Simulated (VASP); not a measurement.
A run of VASP 6.6.1:

File INCAR:

```
SYSTEM = Ta16HC
  PREC = Accurate
  ENCUT = 520
  EDIFF = 1E-6
  ISMEAR = -1
  SIGMA = 0.05
  LREAL = Auto
  LASPH = .TRUE.
  NELM = 100
  ALGO = Normal
  ISIF = 2
  LWAVE = .FALSE.
  LCHARG = .TRUE.
  GGA = PS
  LELF = .TRUE.
  LVHAR = .TRUE.
  NBANDS = 106
```

File KPOINTS:

```
regular mesh
0
G
  3 3 1
  0 0 0
```

POSCAR

```
Ta16HC
1.0
    6.6200000000      0.0000000000      0.0000000000
    0.0000000000      6.6200000000      0.0000000000
    0.0000000000      0.0000000000     17.9650000000
Ta C H
16 1 1
Direct
    0.2500000000      0.2500000000      0.0556637907
    0.7500000000      0.2500000000      0.0556637907
    0.2500000000      0.7500000000      0.0556637907
    0.7500000000      0.7500000000      0.0556637907
   -0.0054682779     -0.0042447130      0.1244364041
    0.5297280967     -0.0163141994      0.1426662956
   -0.0077492447      0.4961782477      0.1407458948
    0.4918126888      0.5015256798      0.1354522683
    0.2504229607      0.2204682779      0.2208293905
    0.7179154079      0.2762537764      0.2202115224
    0.2343051360      0.7542145015      0.2339771778
    0.7531117825      0.7736102719      0.2267687169
   -0.0027794562      0.0271450151      0.3137934873
    0.5050302115      0.0201963746      0.3213915948
   -0.0214199396      0.4720241692      0.3130364598
    0.4742749245      0.5111631420      0.3158474812
    0.7370090634      0.2417975831      0.3452602282
    0.6564199396      0.2798791541      0.4001725578
```

Potentials or basis: VASP PAW PBE potentials, release 64 (Ta_pv, C, H).

Run with:

```console
$ cat potpaw_PBE.64/Ta_pv/POTCAR potpaw_PBE.64/C/POTCAR potpaw_PBE.64/H/POTCAR > POTCAR
$ mpirun -np 1 vasp_std > vasp.out
```

Hardware: 1 thread of Intel(R) Xeon(R) Platinum 8488C (Sapphire Rapids), with other jobs on the host.

Question: Estimate the wall time of this run.

Answer: It took 22 min on 1 thread of Intel(R) Xeon(R) Platinum 8488C (Sapphire Rapids), on a shared host, peak memory 0.85 GiB. Counts: scf iterations 31, k points 5.
